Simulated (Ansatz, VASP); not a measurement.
## Ta6Si in VASP and in Ansatz

```
Ta Si
1.0
     4.69373    0.00000    0.00000
    -2.34686    4.06489    0.00000
     0.00000    0.00000   21.48819
Ta Si
6 1
Direct
  0.66667 0.33333 0.18615
  0.33333 0.66667 0.23074
  0.00000 0.00000 0.27532
  0.66667 0.33333 0.31644
  0.33333 0.66667 0.35531
  0.00000 0.00000 0.39502
  0.88889 0.11111 0.50671
```

Alike in both runs: task single point; functional PBE; k mesh 6 × 6 × 1; occupations gaussian, width 0.1 eV; collinear spin.

|  | VASP | Ansatz |
| --- | --- | --- |
| version | VASP 6.6.1 | Ansatz 0.2.0 |
| potentials or method | VASP PAW PBE potentials, release 64 (Ta_pv, Si), cutoff 400 eV | scalar-relativistic, plane waves, PAW |
| valence electrons in the cell | 70 | 82 |

|  | VASP | Ansatz | Ansatz less VASP |
| --- | --- | --- | --- |
| gap on the k mesh at the Fermi level (eV) | none | none | - |
| rms of the force components (eV/Å) | 0.661 | 0.657 | -0.0032 |
| net moment per atom (μB) | 0.00 | 0.00 | 0.000 |

Atom by atom the forces differ by 0.006 eV/Å (rms over components). A gap of «none» marks a metal or a gap that the smearing closes. The functional is the same, so the differences come from potentials, cutoffs and numerics. VASP's potentials hold 70 valence electrons a cell and Ansatz's 82, so a difference there can come from the potentials and not from the codes. Ansatz's warnings: seeded moment not kept.

Neither program's run includes spin-orbit coupling.
